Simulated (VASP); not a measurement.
A run of VASP 6.6.1:

The input INCAR:

```
SYSTEM = LiH
ALGO = Normal
DIPOL = 0.5 0.5 0.500
EDIFF = 1E-6
ENCUT = 650
GGA = PE
GGA_COMPAT = .FALSE.
IDIPOL = 3
ISIF = 2
ISMEAR = 0
LASPH = .TRUE.
LCHARG = .TRUE.
LDIPOL = .TRUE.
LELF = .TRUE.
LREAL = .FALSE.
LVACPOTAV = .TRUE.
LVHAR = .TRUE.
LWAVE = .FALSE.
NBANDS = 9
NELM = 120
NELMDL = -8
PREC = Accurate
SIGMA = 0.1
```

Contents of KPOINTS:

```
k-points
0
G
  6 6 1
  0 0 0
```

File POSCAR:

```
LiH
1.0
    2.5996030000      0.0000000000      0.0000000000
   -1.2998010000      2.2513220000      0.0000000000
    0.0000000000      0.0000000000     15.0000000000
Li H
1 1
Direct
    0.3333333300      0.6666666700      0.4745468500
    0.0000000000      0.0000000000      0.5254531500
```

Potentials or basis: VASP PAW PBE potentials, release 64 (Li_sv, H).

Launch:

```sh
$ cat potpaw_PBE.64/Li_sv/POTCAR potpaw_PBE.64/H/POTCAR > POTCAR
$ mpirun -np 1 vasp_std > vasp.out
```

Hardware: 1 thread of Intel(R) Xeon(R) Platinum 8488C (Sapphire Rapids), on a shared host.

Task: Estimate the wall time of this run.

Result: Run time: 18 s on 1 thread of Intel(R) Xeon(R) Platinum 8488C (Sapphire Rapids), with other jobs on the host, peak memory 0.23 GiB. Counts: scf iterations 25, k points 7.
